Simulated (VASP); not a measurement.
# MoS2 in VASP: single point with LDA

Aim: the single point of MoS2 with LDA.

All numbers are computed with VASP 6.6.1; they aren't measurements. Logs are shortened: lines on timing, memory, paths and dates and some standing lists are left out, and cuts for length are marked.

### 1 The cell of the first run

The cell holds a sheet with vacuum, 3 atoms: a = 3.120 Å, b = 3.120 Å, c = 30.040 Å, α = 90.00°, β = 90.00°, γ = 120.00°.

### 2 Single point, LDA

INCAR

```
ALGO = Normal
DIPOL = 0.5 0.5 0.285
EDIFF = 1E-6
ENCUT = 400
GGA_COMPAT = False
IDIPOL = 3
ISIF = 2
ISMEAR = 0
LASPH = True
LCHARG = True
LDIPOL = True
LELF = True
LREAL = False
LVACPOTAV = True
LVHAR = True
LWAVE = False
NBANDS = 20
NELM = 120
NELMDL = -8
PREC = Accurate
SIGMA = 0.03
```

KPOINTS

```
k-points
0
Gamma
  12 12 1
```

POSCAR

```
MoS2
1.0
    3.1199601437      0.0000000000      0.0000000000
   -1.5599800718      2.7019647432      0.0000000000
    0.0000000000      0.0000000000     30.0399999981
S Mo
2 1
Direct
    0.6666666667      0.3333333333      0.2332581910
    0.6666666667      0.3333333333      0.3366486000
    0.3333333333      0.6666666667      0.2849533955
```

Potentials or basis: VASP PAW LDA potentials, release 64 (S, Mo_sv).

Started as:

```sh
cat potpaw_LDA.64/S/POTCAR potpaw_LDA.64/Mo_sv/POTCAR > POTCAR
mpirun -np 1 vasp_std > vasp.out
```

OUTCAR:

```text
EDIFF = 1E-6
   ENCUT = 400
   ISIF = 2
   ISMEAR = 0
   LASPH = True
   LREAL = False
   NELM = 120
   NELMDL = -8
   PREC = Accurate

 ion  position               nearest neighbor table
   1  0.667  0.333  0.233-   3 2.38   3 2.38   3 2.38
   2  0.667  0.333  0.337-   3 2.38   3 2.38   3 2.38
   3  0.333  0.667  0.285-   1 2.38   2 2.38   1 2.38   2 2.38   1 2.38   2 2.38

  LATTYP: Found a hexagonal cell.
 ALAT       =     3.1199601437
 C/A-ratio  =     9.6283281242

  Lattice vectors:

 A1 = (   3.1199601437,   0.0000000000,   0.0000000000)
 A2 = (  -1.5599800718,   2.7019647432,   0.0000000000)
 A3 = (   0.0000000000,   0.0000000000,  30.0399999981)

Analysis of symmetry for initial positions (statically):
=====================================================================
 Subroutine PRICEL returns:
 Original cell was already a primitive cell.

 Routine SETGRP: Setting up the symmetry group for a
 hexagonal supercell.

 Subroutine GETGRP returns: Found 12 space group operations
 (whereof  6 operations were pure point group operations)
 out of a pool of 24 trial point group operations.

The static configuration has the point symmetry C_3v.
 The point group associated with its full space group is D_3h.

Analysis of symmetry for dynamics (positions and initial velocities):
=====================================================================
 Subroutine PRICEL returns:
 Original cell was already a primitive cell.

 Routine SETGRP: Setting up the symmetry group for a
 hexagonal supercell.

 Subroutine GETGRP returns: Found 12 space group operations
 (whereof  6 operations were pure point group operations)
 out of a pool of 24 trial point group operations.

The dynamic configuration has the point symmetry C_3v.
 The point group associated with its full space group is D_3h.

 Subroutine INISYM returns: Found 12 space group operations
 (whereof  6 operations are pure point group operations),
 and found     1 'primitive' translations

----------------------------------------------------------------------------------------

                                     Primitive cell

  volume of cell :     253.2379

  direct lattice vectors                    reciprocal lattice vectors
     3.119960144  0.000000000  0.000000000     0.320516915  0.185050527  0.000000000
    -1.559980072  2.701964743  0.000000000     0.000000000  0.370101054  0.000000000
     0.000000000  0.000000000 30.039999998     0.000000000  0.000000000  0.033288948

  length of vectors
     3.119960144  3.119960144 30.039999998     0.370101054  0.370101054  0.033288948

  position of ions in fractional coordinates (direct lattice)
     0.666666667  0.333333333  0.233258191
     0.666666667  0.333333333  0.336648600
     0.333333333  0.666666667  0.284953395

  ion indices of the primitive-cell ions
   primitive index   ion index
                 1           1
                 2           2
                 3           3

----------------------------------------------------------------------------------------

 KPOINTS: k-points

Automatic generation of k-mesh.
 Grid dimensions read from file:
 generate k-points for:   12   12    1

 Generating k-lattice:

  Cartesian coordinates                     Fractional coordinates (reciprocal lattice)
     0.026709743  0.015420877  0.000000000     0.083333333  0.000000000  0.000000000
     0.000000000  0.030841755  0.000000000     0.000000000  0.083333333  0.000000000
     0.000000000  0.000000000  0.033288948     0.000000000  0.000000000  1.000000000

  Length of vectors
     0.030841755  0.030841755  0.033288948

  Shift w.r.t. Gamma in fractional coordinates (k-lattice)
     0.000000000  0.000000000  0.000000000

 Subroutine IBZKPT returns following result:
 ===========================================

 Found     19 irreducible k-points:

 Following reciprocal coordinates:
            Coordinates               Weight
  0.000000  0.000000  0.000000      1.000000
  0.083333  0.000000  0.000000      6.000000
  0.166667  0.000000  0.000000      6.000000
  0.250000  0.000000  0.000000      6.000000
  0.333333  0.000000  0.000000      6.000000
  0.416667  0.000000  0.000000      6.000000
[... 11 lines left out ...]
  0.333333  0.250000  0.000000     12.000000
  0.333333  0.333333  0.000000      2.000000
   k-points           NKPTS =     19   k-points in BZ     NKDIM =     19   number of bands    NBANDS=     20
   number of dos      NEDOS =    301   number of ions     NIONS =      3
   total plane-waves  NPLWV =  78400
   dimension x,y,z NGX =    20 NGY =   20 NGZ =  196
   dimension x,y,z NGXF=    40 NGYF=   40 NGZF=  392
   ions per type =               2   1
   NGX,Y,Z   is equivalent  to a cutoff of  10.66, 10.66, 10.85 a.u.
   NGXF,Y,Z  is equivalent  to a cutoff of  21.31, 21.31, 21.69 a.u.
 SYSTEM =  unknown system
   PREC   = accura    normal or accurate (medium, high low for compatibility)
   ISTART =      0    job   : 0-new  1-cont  2-samecut
   ICHARG =      2    charge: 1-file 2-atom 10-const
   ISPIN  =      1    spin polarized calculation?
   LNONCOLLINEAR =      F non collinear calculations
   LSORBIT =      F    spin-orbit coupling
   LASPH  =      T    aspherical Exc in radial PAW
   ENCUT  =  400.0 eV  29.40 Ry    5.42 a.u.   5.09  5.09 48.99*2*pi/ulx,y,z
   NELM   =    120;   NELMIN=  2; NELMDL= -8     # of ELM steps
   EDIFF  = 0.1E-05   stopping-criterion for ELM
   LREAL  =      F    real-space projection
   EDIFFG = 0.1E-04   stopping-criterion for IOM
   NSW    =      0    number of steps for IOM
   IBRION =     -1    ionic relax: 0-MD 1-quasi-New 2-CG
   NFREE  =      0    steps in history (QN), initial steepest desc. (CG)
   ISIF   =      2    stress and relaxation
   ISYM   =      2    0-nonsym 1-usesym 2-fastsym
   POTIM  = 0.5000    time-step for ionic-motion
   TEBEG  =    0.0;   TEEND  =   0.0 temperature during run
   PSTRESS=    0.0 pullay stress
   NELECT =      26.0000    total number of electrons
   NUPDOWN=      -1.0000    fix difference up-down
   EMIN   =  10.00;   EMAX   =-10.00  energy-range for DOS
   EFERMI =   0.00;   METHOD = LEGACY
   ISMEAR =     0;   SIGMA  =   0.03  broadening in eV -4-tet -1-fermi 0-gaus
   EFERMI_NEDOS =   21; number of points for ismear=-14 and -15
   IALGO  =     38    algorithm
   IMIX   =      4    mixing-type and parameters
     AMIX     =   0.40;   BMIX     =  1.00
     AMIX_MAG =   1.60;   BMIX_MAG =  1.00
  volume/ion in A,a.u.               =      84.41       569.64
  Fermi-wavevector in a.u.,A,eV,Ry     =   0.766578  1.448623  7.995354  0.587642
  Thomas-Fermi vector in A             =   1.866947
   LORBIT       =      0    0 simple, 1 ext, 2 COOP (PROOUT), +10 PAW based schemes
   GGA     = CA    functional components
   LHFCALC =     F    Hartree Fock is set to
   AEXX    =    0.0000 exact exchange contribution
   IVDW    =     0    specifies the selected vdW correction
   LEPSILON=     F    determine dielectric tensor
   LRPA    =     F    only Hartree local field effects (RPA)
 non-spin polarized calculation
 Gauss-broadening in eV      SIGMA  =   0.03
  energy-cutoff  :      400.00
  volume of cell :      253.24
 maximum number of plane-waves:      4641
   NGX = 11   NGY = 11   NGZ = 97

 dipolmoment           0.000000      0.000000     -0.000007 electrons x Angstroem

 number of electron      26.0000001 magnetization

 dipolmoment           0.000000      0.000000      0.000005 electrons x Angstroem

 Free energy of the ion-electron system (eV)
  ---------------------------------------------------
  ext. energy  EPLUGINS =         0.00000000
  ---------------------------------------------------
  free energy    TOTEN  =       -24.36509098 eV

  energy without entropy =      -24.36509098  energy(sigma->0) =      -24.36509098

 E-fermi :  -3.3115     XC(G=0):  -2.6639

 val. band max:       -3.4458121821   @ k =   0.3333   0.3333   0.0000
 cond. band min:      -1.5764576368   @ k =   0.3333   0.3333   0.0000
 fundamental gap:      1.8693545453
 Fermi energy:        -3.3114607236

 k-point     1 :       0.0000    0.0000    0.0000
  band No.  band energies     occupation
      1     -63.8476      2.00000
      2     -38.2471      2.00000
      3     -37.9497      2.00000
      4     -37.9497      2.00000
      5     -17.6859      2.00000
      6     -16.2897      2.00000
[... 12 lines left out ...]
     19       2.3194      0.00000
     20       2.7496      0.00000

 k-point     2 :       0.0833    0.0000    0.0000
  band No.  band energies     occupation
      1     -63.8442      2.00000
      2     -38.2406      2.00000
      3     -37.9820      2.00000
      4     -37.9569      2.00000
      5     -17.5726      2.00000
      6     -16.2445      2.00000
[... 12 lines left out ...]
     19       2.4599      0.00000
     20       2.9025      0.00000

 k-point     3 :       0.1667    0.0000    0.0000
  band No.  band energies     occupation
      1     -63.8349      2.00000
      2     -38.2230      2.00000
      3     -38.0700      2.00000
      4     -37.9769      2.00000
      5     -17.2502      2.00000
      6     -16.1160      2.00000
[... 12 lines left out ...]
     19       2.8682      0.00000
     20       3.3322      0.00000

 k-point     4 :       0.2500    0.0000    0.0000
  band No.  band energies     occupation
      1     -63.8222      2.00000
      2     -38.1988      2.00000
      3     -38.1884      2.00000
      4     -38.0039      2.00000
      5     -16.7711      2.00000
      6     -15.9267      2.00000
[... 314 lines left out ...]
 k-point    18 :       0.3333    0.2500    0.0000
  band No.  band energies     occupation
      1     -63.7920      2.00000
      2     -38.3385      2.00000
      3     -38.1946      2.00000
      4     -38.1415      2.00000
      5     -15.3670      2.00000
      6     -15.3431      2.00000
[... 12 lines left out ...]
     19       4.8796      0.00000
     20       5.8818      0.00000

 k-point    19 :       0.3333    0.3333    0.0000
  band No.  band energies     occupation
      1     -63.7903      2.00000
      2     -38.3034      2.00000
      3     -38.2496      2.00000
      4     -38.1382      2.00000
      5     -15.2959      2.00000
      6     -15.2762      2.00000
[... 12 lines left out ...]
     19       4.1686      0.00000
     20       6.1499      0.00000

------------------------ aborting loop because EDIFF is reached ----------------------------------------

  FORCE on cell =-STRESS in cart. coord.  units (eV):
  Direction    XX          YY          ZZ          XY          YZ          ZX
  --------------------------------------------------------------------------------------
  -------------------------------------------------------------------------------------
  Total       -0.0227023     -0.0227023     -0.0494908     -0.0000000      0.0000000     -0.0000000
  in kB       -0.1436323     -0.1436323     -0.3131166     -0.0000000      0.0000000     -0.0000000
  external PRESSURE =      -0.2001271 kB  Pullay stress =       0.0000000 kB

 VOLUME and BASIS-vectors are now :
 -----------------------------------------------------------------------------
  energy-cutoff  :      400.00
  volume of cell :      253.24
      direct lattice vectors                 reciprocal lattice vectors
     3.119960144  0.000000000  0.000000000     0.320516915  0.185050527  0.000000000
    -1.559980072  2.701964743  0.000000000     0.000000000  0.370101054  0.000000000
     0.000000000  0.000000000 30.039999998     0.000000000  0.000000000  0.033288948

 POSITION                                       TOTAL-FORCE (eV/Angst)
 -----------------------------------------------------------------------------------
      1.55998      0.90065      7.00708         0.000000      0.000000     -0.014902
      1.55998      0.90065     10.11292         0.000000      0.000000      0.014902
     -0.00000      1.80131      8.56000        -0.000000     -0.000000      0.000000
 -----------------------------------------------------------------------------------
    total drift:                                0.000001     -0.000000      0.000065

  FREE ENERGIE OF THE ION-ELECTRON SYSTEM (eV)
  ---------------------------------------------------
  free  energy   TOTEN  =       -24.3650909758 eV

  energy  without entropy=      -24.3650909758  energy(sigma->0) =      -24.36509098

 vacuum level on the upper side and lower side of the slab         2.709         2.709
```

Run time: 2.5 min. Hardware: 1 thread of Intel Xeon 8259CL, shared host; peak memory 0.24 GiB.

What came out:

```
Free energy            : -24.3651 eV
Largest force          : 0.015 eV/Å
Band gap on the k mesh : 1.87 eV
```

Forces in eV/Å, atoms in the order of the input:
```
S    0.000  0.000 -0.015
S    0.000  0.000  0.015
Mo   0.000  0.000  0.000
```

Levels at points of the mesh, in eV from the valence-band top:
```csv
k point,band 9,band 10,band 11,band 12,band 13,band 14,band 15,band 16,band 17,band 18
"(0.00, 0.00, 0.00)",-2.63,-1.89,-1.45,-1.45,-0.11,2.96,2.96,3.25,3.25,5.62
"(0.50, 0.00, 0.00)",-4.20,-3.23,-1.92,-0.83,-0.63,2.48,2.98,3.99,4.58,6.23
```
